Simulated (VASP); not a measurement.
Crystal: B2Pd3Pt.

```
CELL_PARAMETERS angstrom
4.70000 0.00000 0.00000
0.00000 3.10000 0.00000
0.00000 0.00000 5.15000
ATOMIC_POSITIONS crystal
B 0.00000 0.00000 0.00000
B 0.50000 0.50000 0.50000
Pd 0.24000 0.50000 0.84000
Pd 0.76000 0.50000 0.16000
Pd 0.74000 0.00000 0.66000
Pt 0.26000 0.00000 0.34000
```

- Program: VASP 6.6.1
- Task: relaxation of cell and atoms
- Functional: PBE
- Potentials or basis: VASP PAW PBE potentials, release 64 (B, Pd, Pt)
- Cutoff: 600 eV
- k mesh: 4 × 5 × 3
- Occupations: gaussian, width 0.2 eV
- Spin: no spin polarisation

At the start: pressure 9.6 GPa; volume 12.51 Å³/atom.

**Question.** Where does the relaxation end?

**Answer.** Over 6 steps the energy falls by 21.7 meV/atom and the volume is 13.04 Å³/atom (+4.3 %); space group Pm (No. 6, to 0.1 Å) before and after.

Step by step:
```tsv
step	energy change (eV)	largest force (eV/Å)	pressure (GPa)	volume (Å³)
1	0.0000	0.6461	9.58	75.04
2	0.0721	0.4038	-11.15	83.44
3	-0.1118	0.3911	-0.75	78.54
4	-0.1118	0.3913	-0.54	78.47
5	-0.1277	0.1430	-0.08	78.32
6	-0.1303	0.0790	0.26	78.23
```

Final structure:
```xyz
6
Lattice="4.7353 0.0000 -0.0456 0.0000 3.1778 0.0000 -0.0499 0.0000 5.1989" Properties=species:S:1:pos:R:3 pbc="T T T"
B     0.0109    0.0000    0.0170
B     2.3109    1.5889    2.5592
Pd    1.1018    1.5889    4.3545
Pd    3.5779    1.5889    0.7896
Pd    3.4982    0.0000    3.4101
Pt    1.2139    0.0000    1.7530
```

Caveat: the k points lie up to 0.40 Å⁻¹ apart in the final cell, too coarse for converged energies and pressures of a metal; the relaxation stopped at a loose force limit of 0.08 eV/Å, so its end isn't a converged minimum.
